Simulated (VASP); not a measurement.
A run of VASP 6.6.1:

INCAR

```
PREC = Accurate
ENCUT = 520
EDIFF = 1E-6
ISMEAR = 0
SIGMA = 0.1
LREAL = False
LASPH = True
NELM = 60
ALGO = Normal
ISIF = 2
LWAVE = False
LCHARG = False
GGA = PE
NBANDS = 15
```

Contents of KPOINTS:

```
regular mesh
0
Gamma
  18 18 18
```

The input POSCAR:

```
Os
1.0
    0.0000000000      2.7778229466      2.7778229466
    2.7778229466      0.0000000000      2.7778229466
    2.7778229466      2.7778229466      0.0000000000
Os
2
Direct
    0.0000000000      0.0000000000      0.0000000000
    0.2500000000      0.2500000000      0.2500000000
```

Potentials or basis: VASP PAW PBE potentials, release 64 (Os).

Run with:

```bash
$ cat potpaw_PBE.64/Os/POTCAR > POTCAR
$ mpirun -np 1 vasp_std > vasp.out
```

Hardware: 1 thread of Intel Xeon 8259CL (shared host).

**Question.** Estimate the wall time of this run.

**Answer.** Wall time 3.1 min on 1 thread of Intel Xeon 8259CL (shared host), peak memory 0.25 GiB. Counts: scf iterations 11, k points 195.
